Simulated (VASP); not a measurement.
# Ge (Cmcm) in VASP: a series of runs

Runs on Ge. Level: PBE+D3(BJ). Tasks: single point.

Program: VASP 6.6.1. These are calculated values, not measurements. Logs are shortened: lines on timing, memory, paths and dates and some standing lists are left out, and cuts for length are marked.

### Step 1. The cell of the first run

Symmetry: Cmcm, No. 63, orthorhombic system. Conventional cell: a = 2.801 Å, b = 4.883 Å, c = 5.339 Å, α = 90.00°, β = 90.00°, γ = 90.00°. Ge (site symmetry m2m) has 12 Ge at 2.80 to 3.13 Å within 3.7 Å.

### Step 2. Single point, PBE+D3(BJ)

Contents of INCAR:

```
SYSTEM = Ge
  ALGO = Normal
  EDIFF = 1E-7
  ENCUT = 520
  GGA = PE
  ISIF = 2
  ISMEAR = 0
  IVDW = 12
  LASPH = .TRUE.
  LCHARG = .FALSE.
  LREAL = .FALSE.
  LWAVE = .FALSE.
  NBANDS = 21
  NELM = 100
  PREC = Accurate
  SIGMA = 0.15
```

Contents of KPOINTS:

```
k-points
0
G
  20 20 12
  0 0 0
```

Contents of POSCAR:

```
Ge
1.0
    1.4003114153     -2.4416964068      0.0000000000
    1.4003114153      2.4416964068      0.0000000000
    0.0000000000      0.0000000000      5.3386055621
Ge
2
Direct
    0.6665533700      0.3334466300      0.2500000000
    0.3334466300      0.6665533700      0.7500000000
```

Potentials or basis: VASP PAW PBE potentials, release 64 (Ge_d).

On the command line:

```bash
$ cat potpaw_PBE.64/Ge_d/POTCAR > POTCAR
$ mpirun -np 1 vasp_std > vasp.out
```

OUTCAR:

```text
SYSTEM = Ge
   EDIFF = 1E-7
   ENCUT = 520
   GGA = PE
   ISIF = 2
   ISMEAR = 0
   IVDW = 12
   LASPH = .TRUE.
   LREAL = .FALSE.
   NELM = 100
   PREC = Accurate
 IVDW          = 12

 ion  position               nearest neighbor table
   1  0.667  0.333  0.250-
   2  0.333  0.667  0.750-

  LATTYP: Found a base centered orthorhombic cell.
 ALAT       =     2.8006228306
 B/A-ratio  =     1.7436809985
 C/A-ratio  =     1.9062208248

  Lattice vectors:

 A1 = (   1.4003114153,  -2.4416964068,   0.0000000000)
 A2 = (   1.4003114153,   2.4416964068,   0.0000000000)
 A3 = (   0.0000000000,   0.0000000000,   5.3386055621)

Analysis of symmetry for initial positions (statically):
=====================================================================
 Subroutine PRICEL returns:
 Original cell was already a primitive cell.

 Routine SETGRP: Setting up the symmetry group for a
 base centered orthorhombic supercell.

 Subroutine GETGRP returns: Found  8 space group operations
 (whereof  4 operations were pure point group operations)
 out of a pool of  8 trial point group operations.

The static configuration has the point symmetry C_2h.
 The point group associated with its full space group is D_2h.

Analysis of symmetry for dynamics (positions and initial velocities):
=====================================================================
 Subroutine PRICEL returns:
 Original cell was already a primitive cell.

 Routine SETGRP: Setting up the symmetry group for a
 base centered orthorhombic supercell.

 Subroutine GETGRP returns: Found  8 space group operations
 (whereof  4 operations were pure point group operations)
 out of a pool of  8 trial point group operations.

The dynamic configuration has the point symmetry C_2h.
 The point group associated with its full space group is D_2h.

 Subroutine INISYM returns: Found  8 space group operations
 (whereof  4 operations are pure point group operations),
 and found     1 'primitive' translations

----------------------------------------------------------------------------------------

                                     Primitive cell

  volume of cell :      36.5068

  direct lattice vectors                    reciprocal lattice vectors
     1.400311415 -2.441696407  0.000000000     0.357063432 -0.204775663  0.000000000
     1.400311415  2.441696407  0.000000000     0.357063432  0.204775663  0.000000000
     0.000000000  0.000000000  5.338605562     0.000000000  0.000000000  0.187314831

  length of vectors
[... 81 lines left out ...]
   NELM   =    100;   NELMIN=  2; NELMDL= -5     # of ELM steps
   EDIFF  = 0.1E-06   stopping-criterion for ELM
   LREAL  =      F    real-space projection
   EDIFFG = 0.1E-05   stopping-criterion for IOM
   NSW    =      0    number of steps for IOM
   IBRION =     -1    ionic relax: 0-MD 1-quasi-New 2-CG
   NFREE  =      0    steps in history (QN), initial steepest desc. (CG)
   ISIF   =      2    stress and relaxation
   ISYM   =      2    0-nonsym 1-usesym 2-fastsym
   POTIM  = 0.5000    time-step for ionic-motion
   TEBEG  =    0.0;   TEEND  =   0.0 temperature during run
   PSTRESS=    0.0 pullay stress
   NELECT =      28.0000    total number of electrons
   NUPDOWN=      -1.0000    fix difference up-down
   EMIN   =  10.00;   EMAX   =-10.00  energy-range for DOS
   EFERMI =   0.00;   METHOD = LEGACY
   ISMEAR =     0;   SIGMA  =   0.15  broadening in eV -4-tet -1-fermi 0-gaus
   EFERMI_NEDOS =   21; number of points for ismear=-14 and -15
   IALGO  =     38    algorithm
   IMIX   =      4    mixing-type and parameters
     AMIX     =   0.40;   BMIX     =  1.00
     AMIX_MAG =   1.60;   BMIX_MAG =  1.00
  volume/ion in A,a.u.               =      18.25       123.18
  Fermi-wavevector in a.u.,A,eV,Ry     =   1.498544  2.831837 30.553703  2.245634
  Thomas-Fermi vector in A             =   2.610289
   LORBIT       =      0    0 simple, 1 ext, 2 COOP (PROOUT), +10 PAW based schemes
   GGA     = PE    functional components
   LHFCALC =     F    Hartree Fock is set to
   AEXX    =    0.0000 exact exchange contribution
   IVDW    =    12    specifies the selected vdW correction
   LEPSILON=     F    determine dielectric tensor
   LRPA    =     F    only Hartree local field effects (RPA)
 non-spin polarized calculation
 Gauss-broadening in eV      SIGMA  =   0.15
  energy-cutoff  :      520.00
  volume of cell :       36.51
 maximum number of plane-waves:       996
 NGX is ok and might be reduce to    24
   NGX = 11   NGY = 11   NGZ = 19

 number of electron      27.9999977 magnetization

 Free energy of the ion-electron system (eV)
  ---------------------------------------------------
  ext. energy  EPLUGINS =         0.00000000
  ---------------------------------------------------
  free energy    TOTEN  =        -8.27497368 eV

  energy without entropy =       -8.26627536  energy(sigma->0) =       -8.27062452

 E-fermi :   7.1661     XC(G=0): -11.4484

 val. band max:        7.1655996587   @ k =   0.4500   0.2500   0.0833
 cond. band min:       7.1765729220   @ k =  -0.4000   0.2500   0.4167
 fundamental gap:      0.0109732633
 Fermi energy:         7.1661116003

 k-point     1 :       0.0000    0.0000    0.0000
  band No.  band energies     occupation
      1     -17.6569      2.00000
      2     -17.6407      2.00000
      3     -17.6245      2.00000
      4     -17.6203      2.00000
      5     -17.6186      2.00000
      6     -17.6145      2.00000
[... 565 lines left out ...]
     20      17.0786      0.00000
     21      20.0829      0.00000

 [... further k-points ...]

------------------------ aborting loop because EDIFF is reached ----------------------------------------

 Edisp (eV)   -0.72628

 E8    (eV) :    -0.3211

  FORCE on cell =-STRESS in cart. coord.  units (eV):
  Direction    XX          YY          ZZ          XY          YZ          ZX
  --------------------------------------------------------------------------------------
  -------------------------------------------------------------------------------------
  Total       1.26871     1.18882    -0.81211     0.00000     0.00000     0.00000
  in kB      55.67982    52.17383   -35.64091     0.00000     0.00000     0.00000
  external pressure =       24.07 kB  Pullay stress =        0.00 kB

 VOLUME and BASIS-vectors are now :
 -----------------------------------------------------------------------------
  energy-cutoff  :      520.00
  volume of cell :       36.51
      direct lattice vectors                 reciprocal lattice vectors
     1.400311415 -2.441696407  0.000000000     0.357063432 -0.204775663  0.000000000
     1.400311415  2.441696407  0.000000000     0.357063432  0.204775663  0.000000000
     0.000000000  0.000000000  5.338605562     0.000000000  0.000000000  0.187314831

 POSITION                                       TOTAL-FORCE (eV/Angst)
 -----------------------------------------------------------------------------------
      1.40031     -0.81335      1.33465         0.000000     -0.000386     -0.000000
      1.40031      0.81335      4.00395         0.000000      0.000386      0.000000
 -----------------------------------------------------------------------------------
    total drift:                                0.000000     -0.000000      0.000000

  FREE ENERGIE OF THE ION-ELECTRON SYSTEM (eV)
  ---------------------------------------------------
  free  energy   TOTEN  =        -9.0012496156 eV

  energy  without entropy=       -8.9925512880  energy(sigma->0) =       -8.99690045
```

OSZICAR:

```text
N       E                     dE             d eps       ncg     rms          rms(c)
DAV:   1     0.175299415571E+03    0.17530E+03   -0.14250E+04 37457   0.384E+03
DAV:   2     0.151610014143E+02   -0.16014E+03   -0.15497E+03 32860   0.588E+02
DAV:   3    -0.767686870989E+01   -0.22838E+02   -0.22610E+02 36418   0.132E+02
DAV:   4    -0.829860340632E+01   -0.62173E+00   -0.62111E+00 37503   0.250E+01
DAV:   5    -0.830766067969E+01   -0.90573E-02   -0.90571E-02 36554   0.330E+00    0.177E+00
DAV:   6    -0.828558222006E+01    0.22078E-01   -0.17349E-02 44926   0.214E+00    0.981E-01
DAV:   7    -0.827519661115E+01    0.10386E-01   -0.13106E-02 44880   0.154E+00    0.765E-02
DAV:   8    -0.827496222258E+01    0.23439E-03   -0.15118E-03 39289   0.655E-01    0.297E-02
DAV:   9    -0.827497128099E+01   -0.90584E-05   -0.33920E-05 36805   0.634E-02    0.993E-03
DAV:  10    -0.827497371568E+01   -0.24347E-05   -0.20067E-06 41214   0.122E-02    0.178E-03
DAV:  11    -0.827497368334E+01    0.32340E-07   -0.15265E-07 24913   0.703E-03
   1 F= -.90012496E+01 E0= -.89969005E+01  d E =-.869833E-02
```

It took 4.4 min on 1 thread of Intel Xeon Platinum 8375C at 2.90GHz (Ice Lake), shared host; peak memory 0.53 GiB.

Results:

```yaml
Free_energy: -9.0012 eV
Pressure: 2.4 GPa
Band_gap_on_the_k_mesh: zero (band 14 reaches 13.32 eV, above the bottom of band 15 at 4.51 eV)
Dispersion_energy_per_atom: -0.363 eV
```

Levels at points of the mesh, in eV from the Fermi level:
```tsv
k point	band 11	band 12	band 13	band 14	band 15	band 16	band 17	band 18
(0.00, 0.00, 0.00)	-13.54	-9.76	-6.12	5.99	9.20	9.34	10.38	10.58
(0.50, 0.00, 0.00)	-7.63	-6.68	-3.58	-2.99	-0.66	1.37	4.24	7.18
(0.50, 0.50, 0.00)	-7.72	-6.74	-3.64	-3.03	-0.73	1.32	4.42	7.36
(0.00, 0.00, 0.50)	-12.29	-12.29	-1.02	-1.02	9.92	9.92	10.06	10.06
(0.50, 0.00, 0.50)	-6.57	-6.57	-5.08	-5.08	3.56	3.56	5.38	5.38
(0.50, 0.50, 0.50)	-6.66	-6.66	-5.11	-5.11	3.52	3.52	5.56	5.56
```

Caveat: pairwise dispersion overbinds metals, which lowers pressure and volume.

(Part 1 of 2 ends here.)
